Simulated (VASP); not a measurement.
# FeO (R-3m) in VASP: a series of runs, part 2 of 2

VASP 6.6.1. Earlier steps stand in the parts before.

## (5) Single point, PBE+U, collinear spin, ferromagnetic start (11.88 Å³/atom)

This run uses another cell than the first one, of 11.88 Å³/atom.

Input file INCAR:

```
SYSTEM = FeO
  ALGO = Normal
  EDIFF = 1E-7
  ENCUT = 520
  GGA = PE
  ISIF = 2
  ISMEAR = 0
  ISPIN = 2
  LASPH = .TRUE.
  LCHARG = .FALSE.
  LDAU = .TRUE.
  LDAUJ = 0 0
  LDAUL = 2 -1
  LDAUPRINT = 1
  LDAUTYPE = 2
  LDAUU = 5.3 0
  LMAXMIX = 4
  LORBIT = 11
  LREAL = .FALSE.
  LWAVE = .FALSE.
  MAGMOM = 3.9 0.17
  NBANDS = 18
  NELM = 150
  PREC = Accurate
  SIGMA = 0.02
```

Input file KPOINTS:

```
k-points
0
G
  12 12 12
  0 0 0
```

Input file POSCAR:

```
FeO
1.0
    1.6323662197      0.9424470763      2.5732748228
   -1.6323662197      0.9424470763      2.5732748228
    0.0000000000     -1.8848941526      2.5732748228
Fe O
1 1
Direct
    0.0000000000      0.0000000000      0.0000000000
    0.5000000000      0.5000000000      0.5000000000
```

Potentials or basis: VASP PAW PBE potentials, release 64 (Fe, O).

Run with:

```sh
> cat potpaw_PBE.64/Fe/POTCAR potpaw_PBE.64/O/POTCAR > POTCAR
> mpirun -np 1 vasp_std > vasp.out
```

OUTCAR:

```text
SYSTEM = FeO
   EDIFF = 1E-7
   ENCUT = 520
   GGA = PE
   ISIF = 2
   ISMEAR = 0
   ISPIN = 2
   LASPH = .TRUE.
   LORBIT = 11
   LREAL = .FALSE.
   NELM = 150
   PREC = Accurate

 ion  position               nearest neighbor table
   1  0.000  0.000  0.000-   2 2.28   2 2.28   2 2.28   2 2.28   2 2.28   2 2.28
   2  0.500  0.500  0.500-   1 2.28   1 2.28   1 2.28   1 2.28   1 2.28   1 2.28

  LATTYP: Found a trigonal (rhomboedric) cell.
 ALAT       =     3.1897600663
 COS(alpha) =     0.4762197000

  Lattice vectors:

 A1 = (   1.6323662197,   0.9424470763,   2.5732748228)
 A2 = (  -1.6323662197,   0.9424470763,   2.5732748228)
 A3 = (   0.0000000000,  -1.8848941526,   2.5732748228)

Analysis of symmetry for initial positions (statically):
=====================================================================
 Subroutine PRICEL returns:
 Original cell was already a primitive cell.

 Routine SETGRP: Setting up the symmetry group for a
 trigonal (rhombohedral) supercell.

 Subroutine GETGRP returns: Found 12 space group operations
 (whereof 12 operations were pure point group operations)
 out of a pool of 12 trial point group operations.

The static configuration has the point symmetry D_3d.

Analysis of symmetry for dynamics (positions and initial velocities):
=====================================================================
 Subroutine PRICEL returns:
 Original cell was already a primitive cell.

 Routine SETGRP: Setting up the symmetry group for a
 trigonal (rhombohedral) supercell.

 Subroutine GETGRP returns: Found 12 space group operations
 (whereof 12 operations were pure point group operations)
 out of a pool of 12 trial point group operations.

The dynamic configuration has the point symmetry D_3d.

Analysis of structural, dynamic, and magnetic symmetry:
=====================================================================
 Subroutine PRICEL returns:
 Original cell was already a primitive cell.

 Routine SETGRP: Setting up the symmetry group for a
 trigonal (rhombohedral) supercell.

 Subroutine GETGRP returns: Found 12 space group operations
 (whereof 12 operations were pure point group operations)
 out of a pool of 12 trial point group operations.

The overall configuration has the point symmetry D_3d.

 Subroutine INISYM returns: Found 12 space group operations
 (whereof 12 operations are pure point group operations),
 and found     1 'primitive' translations

----------------------------------------------------------------------------------------

                                     Primitive cell

  volume of cell :      23.7526

  direct lattice vectors                    reciprocal lattice vectors
[... 114 lines left out ...]
   U (eV)           for each species LDAUU =   5.3  0.0
   J (eV)           for each species LDAUJ =   0.0  0.0
   GGA     = PE    functional components
   LHFCALC =     F    Hartree Fock is set to
   AEXX    =    0.0000 exact exchange contribution
   IVDW    =     0    specifies the selected vdW correction
   LEPSILON=     F    determine dielectric tensor
   LRPA    =     F    only Hartree local field effects (RPA)
 spin polarized calculation
 Gauss-broadening in eV      SIGMA  =   0.02
  energy-cutoff  :      520.00
  volume of cell :       23.75
 maximum number of plane-waves:       651
   NGX = 11   NGY = 11   NGZ = 11

atom =   1  type =  1  l = 2

 onsite density matrix

spin component  1

  0.9812  0.0000  0.0000 -0.0157 -0.0000
  0.0000  0.9908  0.0000 -0.0000 -0.0157
  0.0000  0.0000  0.9691  0.0000 -0.0000
 -0.0157 -0.0000  0.0000  0.9908  0.0000
 -0.0000 -0.0157 -0.0000  0.0000  0.9812

spin component  2

  0.2166 -0.0000 -0.0000  0.1105 -0.0000
 -0.0000  0.1639 -0.0000 -0.0000  0.1105
 -0.0000 -0.0000  0.3060  0.0000 -0.0000
  0.1105 -0.0000  0.0000  0.1639 -0.0000
 -0.0000  0.1105 -0.0000 -0.0000  0.2166

 occupancies and eigenvectors

  o =  0.0766  v =  0.0000  0.0000  0.0000  0.0000  0.0000 -0.0000 -0.7848  0.0000  0.0000  0.6198      0.0000  0.0000  0.0000  0.0000  0.0000  0.0000  0.0000  0.0000  0.0000  0.0000
  o =  0.0766  v =  0.0000  0.0000  0.0000  0.0000  0.0000  0.6198 -0.0000  0.0000 -0.7848  0.0000      0.0000  0.0000  0.0000  0.0000  0.0000  0.0000  0.0000  0.0000  0.0000  0.0000
  o =  0.3039  v =  0.0000  0.0000  0.0000  0.0000  0.0000  0.0000  0.6198  0.0000  0.0000  0.7848      0.0000  0.0000  0.0000  0.0000  0.0000  0.0000  0.0000  0.0000  0.0000  0.0000
  o =  0.3039  v =  0.0000  0.0000  0.0000  0.0000  0.0000  0.7848 -0.0000 -0.0000  0.6198 -0.0000      0.0000  0.0000  0.0000  0.0000  0.0000  0.0000  0.0000  0.0000  0.0000  0.0000
  o =  0.3060  v =  0.0000  0.0000  0.0000  0.0000  0.0000 -0.0000  0.0000 -1.0000 -0.0000  0.0000      0.0000  0.0000  0.0000  0.0000  0.0000  0.0000  0.0000  0.0000  0.0000  0.0000
  o =  0.9691  v =  0.0000  0.0000  1.0000  0.0000  0.0000  0.0000  0.0000  0.0000  0.0000  0.0000      0.0000  0.0000  0.0000  0.0000  0.0000  0.0000  0.0000  0.0000  0.0000  0.0000
  o =  0.9695  v =  0.0000  0.5956 -0.0000  0.0000  0.8033  0.0000  0.0000  0.0000  0.0000  0.0000      0.0000  0.0000  0.0000  0.0000  0.0000  0.0000  0.0000  0.0000  0.0000  0.0000
  o =  0.9695  v = -0.8033  0.0000  0.0000 -0.5956 -0.0000  0.0000  0.0000  0.0000  0.0000  0.0000      0.0000  0.0000  0.0000  0.0000  0.0000  0.0000  0.0000  0.0000  0.0000  0.0000
  o =  1.0024  v =  0.0000 -0.8033 -0.0000 -0.0000  0.5956  0.0000  0.0000  0.0000  0.0000  0.0000      0.0000  0.0000  0.0000  0.0000  0.0000  0.0000  0.0000  0.0000  0.0000  0.0000
  o =  1.0024  v = -0.5956 -0.0000 -0.0000  0.8033  0.0000  0.0000  0.0000  0.0000  0.0000  0.0000      0.0000  0.0000  0.0000  0.0000  0.0000  0.0000  0.0000  0.0000  0.0000  0.0000

 number of electron      14.0000009 magnetization       4.0219678

 Free energy of the ion-electron system (eV)
  ---------------------------------------------------
  ext. energy  EPLUGINS =         0.00000000
  ---------------------------------------------------
  free energy    TOTEN  =       -12.08724379 eV

  energy without entropy =      -12.08688270  energy(sigma->0) =      -12.08706325

 E-fermi :   5.0737     XC(G=0): -11.2423

 val. band max:        5.0723636576   @ k =  -0.1667   0.5000   0.1667
 cond. band min:       5.0754657310   @ k =   0.5000   0.4167   0.3333
 fundamental gap:      0.0031020735
 Fermi energy:         5.0736576070

 spin component 1

 k-point     1 :       0.0000    0.0000    0.0000
  band No.  band energies     occupation
      1     -14.6607      1.00000
      2      -2.2586      1.00000
      3      -2.2586      1.00000
      4      -2.0876      1.00000
      5      -2.0876      1.00000
      6      -1.9931      1.00000
[... 1001 lines left out ...]
     17      28.8793      0.00000
     18      30.1916      0.00000

 [... further k-points ...]

------------------------ aborting loop because EDIFF is reached ----------------------------------------

  FORCE on cell =-STRESS in cart. coord.  units (eV):
  Direction    XX          YY          ZZ          XY          YZ          ZX
  --------------------------------------------------------------------------------------
  -------------------------------------------------------------------------------------
  Total       -3.3182653     -3.3182653     -2.8658154      0.0000000      0.0000000     -0.0000000
  in kB     -223.8255703   -223.8255703   -193.3066515      0.0000000      0.0000000     -0.0000000
  external PRESSURE =    -213.6525974 kB  Pullay stress =       0.0000000 kB

 VOLUME and BASIS-vectors are now :
 -----------------------------------------------------------------------------
  energy-cutoff  :      520.00
  volume of cell :       23.75
      direct lattice vectors                 reciprocal lattice vectors
     1.632366220  0.942447076  2.573274823     0.306303815  0.176844590  0.129536624
    -1.632366220  0.942447076  2.573274823    -0.306303815  0.176844590  0.129536624
     0.000000000 -1.884894153  2.573274823     0.000000000 -0.353689180  0.129536624

 POSITION                                       TOTAL-FORCE (eV/Angst)
 -----------------------------------------------------------------------------------
      0.00000      0.00000      0.00000        -0.000000     -0.000000     -0.000000
      0.00000      0.00000      3.85991         0.000000      0.000000      0.000000
 -----------------------------------------------------------------------------------
    total drift:                               -0.000000      0.000000     -0.000000

  FREE ENERGIE OF THE ION-ELECTRON SYSTEM (eV)
  ---------------------------------------------------
  free  energy   TOTEN  =       -12.0872437946 eV

  energy  without entropy=      -12.0868826959  energy(sigma->0) =      -12.08706325

 total charge

# of ion       s       p       d       tot
------------------------------------------
    1        0.261   0.271   5.963   6.495
    2        1.556   3.377   0.000   4.933
--------------------------------------------------
tot          1.816   3.649   5.963  11.428

 magnetization (x)

# of ion       s       p       d       tot
------------------------------------------
    1        0.028   0.017   3.841   3.887
    2        0.016   0.137   0.000   0.153
--------------------------------------------------
tot          0.045   0.154   3.841   4.040
```

OSZICAR:

```text
N       E                     dE             d eps       ncg     rms          rms(c)
DAV:   1     0.774582521252E+02    0.77458E+02   -0.68046E+03 14344   0.874E+02
DAV:   2    -0.938874345857E+01   -0.86847E+02   -0.72881E+02 14036   0.200E+02
DAV:   3    -0.151324549074E+02   -0.57437E+01   -0.56666E+01 15782   0.576E+01
[... 17 lines left out ...]
DAV:  21    -0.120872539585E+02   -0.22524E-04   -0.10366E-04 17278   0.337E-02    0.228E-02
DAV:  22    -0.120872474740E+02    0.64845E-05   -0.14474E-05 15510   0.163E-02    0.151E-02
DAV:  23    -0.120872416476E+02    0.58264E-05   -0.60678E-05 15606   0.139E-02    0.266E-03
DAV:  24    -0.120872437847E+02   -0.21370E-05   -0.17980E-06 14518   0.714E-03    0.330E-03
DAV:  25    -0.120872437946E+02   -0.99042E-08   -0.24133E-07 12666   0.434E-03
   1 F= -.12087244E+02 E0= -.12087063E+02  d E =-.361099E-03  mag=     4.0220
```

stdout:

```text
POSCAR found type information on POSCAR FeO
 POSCAR found :  2 types and       2 ions
 scaLAPACK will be used
 LDA part: xc-table for (Slater+PW92), standard interpolation
 POSCAR, INCAR and KPOINTS ok, starting setup
 FFT: planning ... GRIDC
 FFT: planning ... GRID_SOFT
 FFT: planning ... GRID
 WAVECAR not read
 entering main loop
```

Wall time 80 s (1 thread of Intel Xeon 6975P-C (Granite Rapids), shared host); peak memory 0.25 GiB.

Results:

```yaml
Free_energy: -12.0872 eV
Pressure: -21.4 GPa
Band_gap_on_the_k_mesh: zero (filled and empty bands overlap)
Net_moment: 4.02 μB per cell
Site_moments: Fe +3.89; O +0.15 μB
Valence_electrons_inside_the_program's_atomic_spheres: Fe 6.50; O 4.93
```

Levels at points of the mesh, in eV from the Fermi level:
Spin up:
| k point | band 7 | band 8 | band 9 | band 10 | band 11 | band 12 |
| --- | --- | --- | --- | --- | --- | --- |
| (0.00, 0.00, 0.00) | -3.55 | -3.55 | -3.36 | -1.23 | 13.36 | 13.36 |
| (0.50, 0.00, 0.00) | -5.33 | -2.32 | -2.32 | 3.18 | 6.29 | 10.68 |
| (0.50, 0.50, 0.00) | -6.50 | -4.61 | -4.39 | 3.41 | 7.28 | 8.20 |
| (0.50, 0.50, 0.50) | -5.16 | -2.35 | -2.35 | 3.00 | 6.73 | 10.28 |
Spin down:
| k point | band 2 | band 3 | band 4 | band 5 | band 6 | band 7 | band 8 | band 9 |
| --- | --- | --- | --- | --- | --- | --- | --- | --- |
| (0.00, 0.00, 0.00) | -3.27 | -3.27 | -3.08 | -0.67 | -0.57 | -0.57 | -0.30 | 1.50 |
| (0.50, 0.00, 0.00) | -7.23 | -4.36 | -4.19 | 0.28 | 0.31 | 0.48 | 3.13 | 3.16 |
| (0.50, 0.50, 0.00) | -6.30 | -4.31 | -4.09 | -1.58 | 0.59 | 0.59 | 1.93 | 1.94 |
| (0.50, 0.50, 0.50) | -7.09 | -4.43 | -4.43 | 0.38 | 0.38 | 0.46 | 3.21 | 3.21 |

Eigenvalues of the final occupation matrices:
| site | spin | trace | eigenvalues |
| --- | --- | --- | --- |
| site 1 d | 1 | 4.91 | 0.97 0.97 0.97 1.00 1.00 |
| site 1 d | 2 | 1.07 | 0.08 0.08 0.30 0.30 0.31 |

Caveat: the cell stands under tension; a cell with one magnetic atom can't hold antiferromagnetic order, which such compounds often take. The state reached can hang on the start; a lower one may exist.

## (6) Overview

```tsv
potentials or basis	cell	k mesh	cutoff (eV)	smearing	gap on the mesh (eV)	pressure (GPa)	moment (μB)
VASP PAW PBE potentials, release 64 (Fe_sv, O)	a = 3.084 Å, angles 61.8°, 2 atoms	12 × 12 × 12	600	gaussian 0.02 eV	none	-10.5	4.02
VASP PAW PBE potentials, release 64 (Fe_sv, O)	a = 3.084 Å, angles 61.8°, 2 atoms	18 × 18 × 18	600	gaussian 0.1 eV	none	-12.6	4.02
VASP PAW PBE potentials, release 64 (Fe, O)	a = 3.148 Å, angles 61.7°, 2 atoms	12 × 12 × 12	520	gaussian 0.02 eV	none	-15.8	4.00
VASP PAW PBE potentials, release 64 (Fe, O)	a = 3.190 Å, angles 61.6°, 2 atoms	12 × 12 × 12	520	gaussian 0.02 eV	none	-21.4	4.02
```

Alike in all rows: task single point; level PBE+U; spin collinear, ferromagnetic start; Fe d U = 5.3 eV.

Caveats: the cell stands under tension; a cell with one magnetic atom can't hold antiferromagnetic order, which such compounds often take.

Absolute energies hang on the potentials; compare differences alone.
